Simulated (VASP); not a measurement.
# InSe (Cm) in VASP: further runs

InSe is run at these levels: PBEsol; tasks: single point.

All numbers are computed with VASP 6.6.1; they aren't measurements. Logs are shortened: lines on timing, memory, paths and dates and some standing lists are left out, and cuts for length are marked.

## 1. The cell of the first run

Symmetry: Cm, No. 8, monoclinic system. The conventional cell has a = 11.750 Å, b = 4.111 Å, c = 4.564 Å, α = 90.00°, β = 110.64°, γ = 90.00°. Within 3.8 Å of In (site symmetry m) lie 5 Se at 2.65 to 3.53 Å and 3 In at 2.78 to 3.72 Å. In (site symmetry m) has 5 Se at 2.67 to 3.56 Å and 3 In at 2.78 to 3.72 Å within 3.8 Å. Se (site symmetry m) has 5 In at 2.65 to 3.56 Å and 3 Se at 3.40 to 3.58 Å within 3.6 Å. Within 3.6 Å of Se (site symmetry m) lie 5 In at 2.67 to 3.53 Å and 3 Se at 3.40 to 3.58 Å.

## 2. Single point, PBEsol (atom 1 (In) moved -0.040 Å along Cartesian [0 0 1])

Input file INCAR:

```
SYSTEM = InSe
  PREC = Accurate
  ENCUT = 520
  EDIFF = 1E-6
  ISMEAR = 0
  SIGMA = 0.05
  LREAL = .False.
  LASPH = .True.
  NELM = 80
  ALGO = Normal
  ISIF = 2
  LWAVE = .False.
  LCHARG = .False.
  GGA = PS
  NBANDS = 27
```

Input file KPOINTS:

```
regular mesh
0
Gamma
  8 8 6
  0 0 0
```

Input file POSCAR:

```
InSe
1.0
    5.8749264423     -2.0552742521     -0.0052948673
    5.8749264423      2.0552742521     -0.0052948673
   -1.6051187023      0.0000000000      4.2720903652
In Se
2 2
Direct
    0.8845231557      0.8845231557      0.0196876644
    0.1141973411      0.1141973411      0.9709460661
    0.6547212217      0.6547212217      0.6374867706
    0.3452787783      0.3452787783      0.3625132294
```

Potentials or basis: VASP PAW PBE potentials, release 64 (In_d, Se).

Launch:

```bash
> cat potpaw_PBE.64/In_d/POTCAR potpaw_PBE.64/Se/POTCAR > POTCAR
> mpirun -np 1 vasp_std > vasp.out
```

OUTCAR:

```text
SYSTEM = InSe
   PREC = Accurate
   ENCUT = 520
   EDIFF = 1E-6
   ISMEAR = 0
   LREAL = .False.
   LASPH = .True.
   NELM = 80
   ISIF = 2
   GGA = PS

 ion  position               nearest neighbor table
   1  0.885  0.885  0.020-   3 2.65   4 2.72   4 2.72   2 2.78   2 3.72   2 3.72
   2  0.114  0.114  0.971-   4 2.67   3 2.70   3 2.70   1 2.78   1 3.72   1 3.72
   3  0.655  0.655  0.637-   1 2.65   2 2.70   2 2.70
   4  0.345  0.345  0.363-   2 2.67   1 2.72   1 2.72

  LATTYP: Found a base centered monoclinic cell.
 ALAT       =    11.7498576567
 B/A-ratio  =     0.3498381533
 C/A-ratio  =     0.3884028818
 COS(beta)  =    -0.3525595217

  Lattice vectors:

 A1 = (   5.8749264423,  -2.0552742521,  -0.0052948673)
 A2 = (   5.8749264423,   2.0552742521,  -0.0052948673)
 A3 = (  -1.6051187023,   0.0000000000,   4.2720903652)

Analysis of symmetry for initial positions (statically):
=====================================================================
 Subroutine PRICEL returns:
 Original cell was already a primitive cell.

 Routine SETGRP: Setting up the symmetry group for a
 base centered monoclinic supercell.

 Subroutine GETGRP returns: Found  2 space group operations
 (whereof  2 operations were pure point group operations)
 out of a pool of  4 trial point group operations.

The static configuration has the point symmetry C_1h.

Analysis of symmetry for dynamics (positions and initial velocities):
=====================================================================
 Subroutine PRICEL returns:
 Original cell was already a primitive cell.

 Routine SETGRP: Setting up the symmetry group for a
 base centered monoclinic supercell.

 Subroutine GETGRP returns: Found  2 space group operations
 (whereof  2 operations were pure point group operations)
 out of a pool of  4 trial point group operations.

The dynamic configuration has the point symmetry C_1h.

 Subroutine INISYM returns: Found  2 space group operations
 (whereof  2 operations are pure point group operations),
 and found     1 'primitive' translations

----------------------------------------------------------------------------------------

                                     Primitive cell

  volume of cell :     103.1325

  direct lattice vectors                    reciprocal lattice vectors
     5.874926442 -2.055274252 -0.005294867     0.085136278 -0.243276536  0.031987580
     5.874926442  2.055274252 -0.005294867     0.085136278  0.243276536  0.031987580
[... 90 lines left out ...]
   LREAL  =      F    real-space projection
   EDIFFG = 0.1E-04   stopping-criterion for IOM
   NSW    =      0    number of steps for IOM
   IBRION =     -1    ionic relax: 0-MD 1-quasi-New 2-CG
   NFREE  =      0    steps in history (QN), initial steepest desc. (CG)
   ISIF   =      2    stress and relaxation
   ISYM   =      2    0-nonsym 1-usesym 2-fastsym
   POTIM  = 0.5000    time-step for ionic-motion
   TEBEG  =    0.0;   TEEND  =   0.0 temperature during run
   PSTRESS=    0.0 pullay stress
   NELECT =      38.0000    total number of electrons
   NUPDOWN=      -1.0000    fix difference up-down
   EMIN   =  10.00;   EMAX   =-10.00  energy-range for DOS
   EFERMI =   0.00;   METHOD = LEGACY
   ISMEAR =     0;   SIGMA  =   0.05  broadening in eV -4-tet -1-fermi 0-gaus
   EFERMI_NEDOS =   21; number of points for ismear=-14 and -15
   IALGO  =     38    algorithm
   IMIX   =      4    mixing-type and parameters
     AMIX     =   0.40;   BMIX     =  1.00
     AMIX_MAG =   1.60;   BMIX_MAG =  1.00
  volume/ion in A,a.u.               =      25.78       173.99
  Fermi-wavevector in a.u.,A,eV,Ry     =   1.173647  2.217871 18.741310  1.377447
  Thomas-Fermi vector in A             =   2.310057
   LORBIT       =      0    0 simple, 1 ext, 2 COOP (PROOUT), +10 PAW based schemes
   GGA     = PS    functional components
   LHFCALC =     F    Hartree Fock is set to
   AEXX    =    0.0000 exact exchange contribution
   IVDW    =     0    specifies the selected vdW correction
   LEPSILON=     F    determine dielectric tensor
   LRPA    =     F    only Hartree local field effects (RPA)
 non-spin polarized calculation
 Gauss-broadening in eV      SIGMA  =   0.05
  energy-cutoff  :      520.00
  volume of cell :      103.13
 maximum number of plane-waves:      2803
 NGX is ok and might be reduce to    48
   NGX = 23   NGY = 23   NGZ = 17

 number of electron      37.9999996 magnetization

 Free energy of the ion-electron system (eV)
  ---------------------------------------------------
  ext. energy  EPLUGINS =         0.00000000
  ---------------------------------------------------
  free energy    TOTEN  =       -15.54952912 eV

  energy without entropy =      -15.54952912  energy(sigma->0) =      -15.54952912

 E-fermi :   5.1895     XC(G=0):  -9.8226

 val. band max:        4.9568723601   @ k =  -0.2500  -0.2500   0.3333
 cond. band min:       5.6362979683   @ k =   0.3750   0.3750   0.0000
 fundamental gap:      0.6794256082
 Fermi energy:         5.1895475033

 k-point     1 :       0.0000    0.0000    0.0000
  band No.  band energies     occupation
      1      -9.6876      2.00000
      2      -9.5835      2.00000
      3      -9.3472      2.00000
      4      -9.3340      2.00000
      5      -9.2972      2.00000
      6      -9.2929      2.00000
[... 709 lines left out ...]
     26      11.5400      0.00000
     27      12.6887      0.00000

 [... further k-points ...]

------------------------ aborting loop because EDIFF is reached ----------------------------------------

  FORCE on cell =-STRESS in cart. coord.  units (eV):
  Direction    XX          YY          ZZ          XY          YZ          ZX
  --------------------------------------------------------------------------------------
  -------------------------------------------------------------------------------------
  Total        0.1774499     -0.0616291     -0.0286304      0.0000000      0.0000000      0.1620666
  in kB        2.7567077     -0.9574166     -0.4447779      0.0000000      0.0000000      2.5177272
  external PRESSURE =       0.4515044 kB  Pullay stress =       0.0000000 kB

 VOLUME and BASIS-vectors are now :
 -----------------------------------------------------------------------------
  energy-cutoff  :      520.00
  volume of cell :      103.13
      direct lattice vectors                 reciprocal lattice vectors
     5.874926442 -2.055274252 -0.005294867     0.085136278 -0.243276536  0.031987580
     5.874926442  2.055274252 -0.005294867     0.085136278  0.243276536  0.031987580
    -1.605118702  0.000000000  4.272090365     0.000211037  0.000000000  0.234156737

 POSITION                                       TOTAL-FORCE (eV/Angst)
 -----------------------------------------------------------------------------------
     10.36142      0.00000      0.07474         0.023294      0.000000      0.153086
     -0.21668      0.00000      4.14676         0.003505      0.000000      0.026855
      6.66964      0.00000      2.71647        -0.082360      0.000000     -0.095833
      3.47510      0.00000      1.54503         0.055561      0.000000     -0.084108
 -----------------------------------------------------------------------------------
    total drift:                               -0.000599     -0.000000     -0.000147

  FREE ENERGIE OF THE ION-ELECTRON SYSTEM (eV)
  ---------------------------------------------------
  free  energy   TOTEN  =       -15.5495291191 eV

  energy  without entropy=      -15.5495291191  energy(sigma->0) =      -15.54952912
```

OSZICAR:

```text
N       E                     dE             d eps       ncg     rms          rms(c)
DAV:   1     0.334994281249E+03    0.33499E+03   -0.17656E+04  6159   0.162E+03
DAV:   2     0.230062964807E+02   -0.31199E+03   -0.30248E+03  6192   0.392E+02
DAV:   3    -0.143651188950E+02   -0.37371E+02   -0.36651E+02  7753   0.144E+02
DAV:   4    -0.159627049974E+02   -0.15976E+01   -0.15924E+01  7442   0.298E+01
DAV:   5    -0.160137582193E+02   -0.51053E-01   -0.51044E-01  9031   0.544E+00    0.629E+00
DAV:   6    -0.155833225961E+02    0.43044E+00   -0.79780E-01  8637   0.156E+01    0.373E+00
DAV:   7    -0.155535370434E+02    0.29786E-01   -0.31022E-01  9396   0.471E+00    0.110E+00
DAV:   8    -0.155497324946E+02    0.38045E-02   -0.37473E-02  9334   0.216E+00    0.527E-01
DAV:   9    -0.155495276360E+02    0.20486E-03   -0.43774E-03  9010   0.680E-01    0.175E-01
DAV:  10    -0.155495219859E+02    0.56501E-05   -0.36516E-04  7363   0.148E-01    0.933E-02
DAV:  11    -0.155495330081E+02   -0.11022E-04   -0.11618E-04  8735   0.132E-01    0.258E-02
DAV:  12    -0.155495289926E+02    0.40155E-05   -0.19508E-05  8728   0.466E-02    0.172E-02
DAV:  13    -0.155495291191E+02   -0.12658E-06   -0.18552E-06  5165   0.863E-03
   1 F= -.15549529E+02 E0= -.15549529E+02  d E =-.578640E-13
```

Run time: 4.5 min. Hardware: 1 thread of AMD EPYC 9R45 (Zen 5), shared host; peak memory 0.43 GiB.

Results:

```
Free energy            : -15.5495 eV
Pressure               : 0.0 GPa
Largest force          : 0.155 eV/Å
Band gap on the k mesh : 0.68 eV (least direct gap 1.07 eV)
```

Forces in eV/Å, atoms in the order of the input:
```
In   0.023  0.000  0.153
In   0.004  0.000  0.027
Se  -0.082  0.000 -0.096
Se   0.056  0.000 -0.084
```

Levels at points of the mesh, in eV from the valence-band top:
| k point | band 17 | band 18 | band 19 | band 20 | band 21 | band 22 |
| --- | --- | --- | --- | --- | --- | --- |
| (0.00, 0.00, 0.00) | -2.40 | -1.91 | -1.52 | 2.59 | 3.34 | 3.91 |
| (0.50, 0.00, 0.00) | -1.71 | -1.54 | -1.18 | 1.49 | 2.39 | 3.13 |
| (0.50, 0.50, 0.00) | -1.28 | -0.90 | -0.46 | 0.98 | 2.61 | 2.67 |
| (0.00, 0.00, 0.50) | -1.78 | -1.27 | -0.28 | 0.81 | 2.31 | 3.33 |
| (0.50, 0.00, 0.50) | -2.79 | -2.53 | -1.92 | 2.05 | 3.06 | 4.20 |
| (0.50, 0.50, 0.50) | -1.57 | -1.28 | -0.44 | 1.98 | 2.94 | 3.03 |

Caveat: the cell differs from its parent crystal (atom 1 (In) moved -0.040 Å along Cartesian [0 0 1]); the PAW data sets were made with another functional, which shifts forces and pressure a little; spin-orbit coupling is left out, which moves the levels of the heavy elements.

(Part 1 of 2 ends here.)
